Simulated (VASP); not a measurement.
The system is TaSiO4.

```
CELL_PARAMETERS angstrom
3.66544 0.00000 0.00000
-1.83272 3.17437 0.00000
0.00000 0.00000 7.26176
ATOMIC_POSITIONS crystal
Ta 0.00000 0.00000 0.00000
Si 0.00000 0.00000 0.50000
O 0.33333 0.66667 0.00000
O 0.66667 0.33333 0.00000
O 0.00000 0.00000 0.28361
O 0.00000 0.00000 0.71639
```

Base run:

| Item | Value |
| --- | --- |
| Program | VASP 6.6.1 |
| Functional | PBE |
| Potentials or basis | VASP PAW PBE potentials, release 64 (Ta_sv_GW, Si, O) |
| Cutoff | 600 eV |
| k mesh | 6 × 6 × 4 |
| Occupations | gaussian, width 0.1 eV |
| Spin | no spin polarisation |

Its results: pressure -0.1 GPa; largest force 0.109 eV/Å.

Problem. The run is repeated on the same cell with these changes: potentials or basis from VASP PAW PBE potentials, release 64 (Ta_sv_GW, Si, O) to VASP PAW PBE potentials, release 64 (Ta_pv, Si, O); cutoff from 600 eV to 520 eV; further incar settings from ALGO = Normal; EDIFF = 1e-06; NBANDS = 30 to ALGO = Normal; EDIFF = 1e-07; NBANDS = 28; valence electrons from 41 to 39. What comes out?

Solution. Pressure 0.4 GPa; largest force 0.104 eV/Å.

Caveats: an odd number of electrons without spin polarisation forces a metal; a magnetic or distorted state may lie lower.
